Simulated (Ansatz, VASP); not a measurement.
## SnO2: VASP beside Ansatz

```
Sn O
1.0
     4.72013    0.00000    0.00000
     0.00000    4.72063    0.00000
     0.00000    0.00000    3.18882
Sn O
2 4
Direct
  0.50000 0.50000 0.50000
  0.00000 0.00000 0.00000
  0.30599 0.30617 0.00000
  0.80599 0.19383 0.50000
  0.19401 0.80617 0.50000
  0.69401 0.69383 0.00000
```

Change from the starting cell: volume 11.842 Å^3 an atom, stretch along a over the lengths across it, relative to the relaxed cell 1.0000.

Alike in both runs: functional LDA; k mesh 6 × 6 × 10; occupations gaussian, width 0.05 eV; no spin polarisation.

Ansatz relaxed the structure, and its values are those at the end. VASP's run is a single point on that final structure, the one shown.

|  | VASP | Ansatz |
| --- | --- | --- |
| version | VASP 6.6.1 | Ansatz 0.2.0 |
| potentials or method | VASP PAW LDA potentials, release 64 (Sn_d, O), cutoff 520 eV | scalar-relativistic, plane waves, PAW |
| valence electrons in the cell | 52 | 52 |

|  | VASP | Ansatz | Ansatz less VASP |
| --- | --- | --- | --- |
| gap on the k mesh at the Fermi level (eV) | 1.21 | 1.18 | -0.028 |
| least direct gap on the mesh (eV) | 1.21 | 1.18 | -0.028 |
| pressure (GPa) | 1.4 | 0.0 | -1.38 |
| rms of the force components (eV/Å) | 0.013 | 0.000 | -0.0129 |

Ansatz warns that its potentials were made for another functional, while VASP's fit it. LDA's correlation is that of Perdew and Zunger in VASP and of Perdew and Wang (1992) in Ansatz. Ansatz's warnings: stress scf threshold loose.
